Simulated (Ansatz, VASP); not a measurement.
# Two plane-wave programs on MoW2

```
Mo W
1.0
     4.49119    0.00000    0.00000
    -2.24559    3.88948    0.00000
     0.00000    0.00000    2.75097
Mo W
1 2
Direct
  0.00000 0.00000 0.00000
  0.66667 0.33333 0.33135
  0.33333 0.66667 0.66865
```

Alike in both runs: task single point; functional r2SCAN; k mesh 12 × 12 × 16; occupations gaussian, width 0.1 eV; no spin polarisation.

|  | VASP | Ansatz |
| --- | --- | --- |
| version | VASP 6.6.1 | Ansatz 0.2.0 |
| potentials or method | VASP PAW PBE potentials, release 64 (Mo_sv, W_sv), cutoff 520 eV | scalar-relativistic, plane waves, PAW |
| valence electrons in the cell | 42 | 42 |

Ansatz gave:

* gap on the k mesh at the Fermi level (eV): none
* pressure (GPa): -3.7

Question: What did VASP give for the same quantities?

Answer: gap on the k mesh at the Fermi level (eV): none; pressure (GPa): -2.5.

VASP's potentials were made for PBE, not for r2SCAN. A gap of «none» marks a metal or a gap that the smearing closes. With one functional, cell and mesh, what is left measures potentials, basis and numerics.

Spin-orbit coupling is off throughout.
